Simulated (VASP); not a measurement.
A run of VASP 6.6.1 is set up as follows.

The input POSCAR:

```
BN
1.0
    0.0000000000      1.8130010000      1.8130010000
    1.8130010000      0.0000000000      1.8130010000
    1.8130010000      1.8130010000      0.0000000000
B N
1 1
Direct
    0.0000000000      0.0000000000      0.0000000000
    0.7500000000      0.7500000000      0.7500000000
```

File INCAR.step1:

```
ALGO = Normal
EDIFF = 1E-5
ENCUT = 910
GGA = PE
GGA_COMPAT = F
ISMEAR = 0
LASPH = T
LCHARG = F
LREAL = F
LWAVE = T
NBANDS = 11
NELM = 120
PREC = Accurate
SIGMA = 0.05
```

Contents of INCAR.step2:

```
ALGO = Normal
EDIFF = 1E-6
ENCUT = 910
GGA_COMPAT = F
ISIF = 2
ISMEAR = 0
ISTART = 1
LASPH = T
LCHARG = T
LELF = T
LMIXTAU = T
LREAL = F
LVHAR = T
LWAVE = F
METAGGA = R2SCAN
NBANDS = 11
NELM = 120
PREC = Accurate
SIGMA = 0.05
```

Contents of KPOINTS:

```
k-points
0
Gamma
  12 12 12
```

Potentials or basis: VASP PAW PBE potentials, release 64 (B_h, N_h).

The run is started by

```console
$ cat potpaw_PBE.64/B_h/POTCAR potpaw_PBE.64/N_h/POTCAR > POTCAR
$ cp INCAR.step1 INCAR
$ mpirun -np 1 vasp_std > vasp.out
$ cp INCAR.step2 INCAR
$ mpirun -np 1 vasp_std > vasp.out
```

What does it give for the band gap on the k mesh?

4.98 eV, indirect (least direct gap 9.50 eV).

What does it give for the pressure?

-5.7 GPa.

Caveat: the cutoff is under 1.25 times the usual one of these potentials, so pressure, stress and relaxed cells hold a basis-set (Pulay) error; the PAW data sets were made with another functional, which shifts forces and pressure a little. A k mesh can miss the band edges.
